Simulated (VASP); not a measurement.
# Cr (P6_3/mmc) in VASP: settings compared, part 2 of 2

VASP 6.6.1.

## 5. Single point, PBE, collinear spin, ferromagnetic start

This run uses another cell than the first one, of 14.07 Å³/atom.

The input, INCAR:

```
SYSTEM = Cr
PREC = Accurate
ENCUT = 520
EDIFF = 1E-6
ISMEAR = 0
SIGMA = 0.025
LREAL = .False.
LASPH = .True.
NELM = 150
ALGO = Normal
ISIF = 2
LWAVE = .False.
LCHARG = .False.
ISPIN = 2
MAGMOM = 3 3
LORBIT = 11
LMAXMIX = 4
GGA = PE
NBANDS = 23
```

The input, KPOINTS:

```
regular mesh
0
Gamma
  11 11 6
  0 0 0
```

The input, POSCAR:

```
Cr
1.0
    2.7140000000      0.0000000000      0.0000000000
   -1.3570000000      2.3503929459      0.0000000000
    0.0000000000      0.0000000000      4.4100000000
Cr
2
Direct
    0.6666666667      0.3333333333      0.7500000000
    0.3333333333      0.6666666667      0.2500000000
```

Potentials or basis: VASP PAW PBE potentials, release 64 (Cr_pv).

The run is started by

```console
> cat potpaw_PBE.64/Cr_pv/POTCAR > POTCAR
> mpirun -np 1 vasp_std > vasp.out
```

OUTCAR:

```text
SYSTEM = Cr
   PREC = Accurate
   ENCUT = 520
   EDIFF = 1E-6
   ISMEAR = 0
   LREAL = .False.
   LASPH = .True.
   NELM = 150
   ISIF = 2
   ISPIN = 2
   LORBIT = 11
   GGA = PE

 ion  position               nearest neighbor table
   1  0.667  0.333  0.750-   2 2.71   2 2.71   2 2.71   2 2.71   2 2.71   2 2.71
   2  0.333  0.667  0.250-   1 2.71   1 2.71   1 2.71   1 2.71   1 2.71   1 2.71

  LATTYP: Found a hexagonal cell.
 ALAT       =     2.7140000000
 C/A-ratio  =     1.6249078850

  Lattice vectors:

 A1 = (   2.7140000000,   0.0000000000,   0.0000000000)
 A2 = (  -1.3570000000,   2.3503929459,   0.0000000000)
 A3 = (   0.0000000000,   0.0000000000,   4.4100000000)

Analysis of symmetry for initial positions (statically):
=====================================================================
 Subroutine PRICEL returns:
 Original cell was already a primitive cell.

 Routine SETGRP: Setting up the symmetry group for a
 hexagonal supercell.

 Subroutine GETGRP returns: Found 24 space group operations
 (whereof 12 operations were pure point group operations)
 out of a pool of 24 trial point group operations.

[... 1438 lines left out ...]
     23      23.6021      0.00000

 [... further k-points ...]

------------------------ aborting loop because EDIFF is reached ----------------------------------------

  FORCE on cell =-STRESS in cart. coord.  units (eV):
  Direction    XX          YY          ZZ          XY          YZ          ZX
  --------------------------------------------------------------------------------------
  -------------------------------------------------------------------------------------
  Total       -4.6638432     -4.6638432     -4.2380477      0.0000000     -0.0000000     -0.0000000
  in kB     -265.6229644   -265.6229644   -241.3723477      0.0000000     -0.0000000     -0.0000000
  external PRESSURE =    -257.5394255 kB  Pullay stress =       0.0000000 kB

 VOLUME and BASIS-vectors are now :
 -----------------------------------------------------------------------------
  energy-cutoff  :      520.00
  volume of cell :       28.13
      direct lattice vectors                 reciprocal lattice vectors
     2.714000000  0.000000000  0.000000000     0.368459838  0.212730387  0.000000000
    -1.357000000  2.350392946  0.000000000     0.000000000  0.425460773  0.000000000
     0.000000000  0.000000000  4.410000000     0.000000000  0.000000000  0.226757370

 POSITION                                       TOTAL-FORCE (eV/Angst)
 -----------------------------------------------------------------------------------
      1.35700      0.78346      3.30750        -0.000000      0.000000      0.000000
     -0.00000      1.56693      1.10250         0.000000     -0.000000      0.000000
 -----------------------------------------------------------------------------------
    total drift:                               -0.000000      0.000000     -0.000000

  FREE ENERGIE OF THE ION-ELECTRON SYSTEM (eV)
  ---------------------------------------------------
  free  energy   TOTEN  =       -17.7048643194 eV

  energy  without entropy=      -17.7032419527  energy(sigma->0) =      -17.70405314

 total charge

# of ion       s       p       d       tot
------------------------------------------
    1        0.382   6.278   4.057  10.717
    2        0.382   6.278   4.057  10.717
--------------------------------------------------
tot          0.765  12.556   8.114  21.434

 magnetization (x)

# of ion       s       p       d       tot
------------------------------------------
    1        0.002   0.024   0.886   0.912
    2        0.002   0.024   0.886   0.912
--------------------------------------------------
tot          0.004   0.048   1.771   1.824
```

It took 96 s on 1 thread of Intel Xeon 6975P-C (Granite Rapids), shared host; peak memory 0.19 GiB.

What came out:

```yaml
Free_energy: -17.7049 eV
Pressure: -25.8 GPa
Band_gap_on_the_k_mesh: zero (filled and empty bands overlap)
Net_moment: 1.99 μB per cell
Site_moments: Cr +0.91 μB
Valence_electrons_inside_the_program's_atomic_spheres: Cr 10.72
```

Levels at points of the mesh, in eV from the Fermi level:
Spin up:
| k point | band 11 | band 12 | band 13 | band 14 | band 15 | band 16 |
| --- | --- | --- | --- | --- | --- | --- |
| (0.00, 0.00, 0.00) | -0.67 | -0.38 | -0.38 | 0.07 | 0.07 | 0.36 |
| (0.00, 0.00, 0.50) | -0.80 | -0.80 | -0.80 | -0.80 | 0.96 | 0.96 |
Spin down:
```csv
k point,band 9,band 10,band 11,band 12,band 13,band 14
"(0.00, 0.00, 0.00)",0.00,0.11,0.11,0.49,0.49,0.65
"(0.00, 0.00, 0.50)",-0.57,-0.57,0.06,0.06,0.06,0.06
```

Caveat: the cell stands under tension; an empty level that is flat over the whole mesh can mark a ghost state of the potentials, or a narrow d or f band.

## 6. Overview

```csv
level,potentials or basis,cell,cutoff (eV),smearing,gap on the mesh (eV),pressure (GPa),moment (μB)
r2SCAN,"VASP PAW PBE potentials, release 64 (Cr_pv)","a = 2.696, b = 2.696, c = 4.380 Å, angles 90.0, 90.0, 120.0°, 2 atoms",520,fermi-dirac 0.05 eV,none,-13.1,4.02
PBEsol,"VASP PAW PBE potentials, release 64 (Cr_sv)","a = 2.714, b = 2.714, c = 4.410 Å, angles 90.0, 90.0, 120.0°, 2 atoms",600,fermi-dirac 0.05 eV,none,-34.2,1.65
LDA,"VASP PAW LDA potentials, release 64 (Cr_pv)","a = 2.714, b = 2.714, c = 4.410 Å, angles 90.0, 90.0, 120.0°, 2 atoms",520,gaussian 0.02 eV,none,-38.3,1.13
PBE,"VASP PAW PBE potentials, release 64 (Cr_pv)","a = 2.714, b = 2.714, c = 4.410 Å, angles 90.0, 90.0, 120.0°, 2 atoms",520,gaussian 0.025 eV,none,-25.8,1.99
```

Alike in all rows: task single point; spin collinear, ferromagnetic start; k mesh 11 × 11 × 6.

Caveats: the cell stands under tension; the PAW data sets were made with another functional, which shifts forces and pressure a little (at least some runs); an empty level that is flat over the whole mesh can mark a ghost state of the potentials, or a narrow d or f band (at least some runs).

Absolute energies hang on the potentials; compare differences alone.
